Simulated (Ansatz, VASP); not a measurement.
**One calculation of Au, two programs**

```
Au
1.0
     0.00000    1.96137    1.96137
     1.96137    0.00000    1.96137
     1.96137    1.96137    0.00000
Au
1
Direct
  0.00000 0.00000 0.00000
```

Alike in both runs: task single point; functional LDA; k mesh 17 × 17 × 17; occupations methfessel-paxton of order 1, width 0.005 eV; no spin polarisation.

|  | VASP | Ansatz |
| --- | --- | --- |
| version | VASP 6.6.1 | Ansatz 0.2.0 |
| potentials or method | VASP PAW LDA potentials, release 64 (Au), cutoff 520 eV | all-electron LAPW, scalar-relativistic |

|  | VASP | Ansatz | Ansatz less VASP |
| --- | --- | --- | --- |
| gap on the k mesh at the Fermi level (eV) | none | none | - |
| pressure (GPa) | 24.3 | 23.6 | -0.72 |

LDA's correlation is that of Perdew and Zunger in VASP and of Perdew and Wang (1992) in Ansatz. A gap of «none» marks a metal or a gap that the smearing closes. Ansatz ran all-electron here, and VASP with PAW potentials.

Neither program's run includes spin-orbit coupling.
